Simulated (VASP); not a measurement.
Runs of VASP 6.6.1 on Al2Pt. The structure is that of space group P-6m2 (No. 187), or close to it. The cells are those of the table. 

```csv
cell,k mesh,gap on the mesh (eV),pressure (GPa),largest force (eV/Å)
"a = 3.471, b = 3.471, c = 5.675 Å, angles 90.0, 90.0, 120.0°, 3 atoms",7 × 7 × 3,none,0.1,(a)
"a = 4.385, b = 4.385, c = 2.814 Å, angles 90.0, 90.0, 120.0°, 3 atoms",5 × 5 × 8,none,0.0,-
"a = 3.002, b = 3.002, c = 6.475 Å, angles 90.0, 90.0, 120.0°, 3 atoms",7 × 7 × 3,none,-0.2,0.01
"a = 4.198, b = 4.198, c = 4.753 Å, angles 90.0, 90.0, 120.0°, 3 atoms",6 × 6 × 4,none,0.1,-
```

Alike in all rows: task single point; level PBE; potentials or basis VASP PAW PBE potentials, release 64 (Al, Pt); no spin polarisation; cutoff (eV) 500; smearing gaussian 0.2 eV.

Problem. Estimate the missing entries.

Solution. (a) 0.03.

Caveats: some runs use coarse meshes; spin-orbit coupling is left out, which moves the levels of the heavy elements.

A k mesh can miss the band edges, and the runs leave out spin-orbit coupling on Pt.

A gap of «none» marks levels without a gap at the run's occupations.
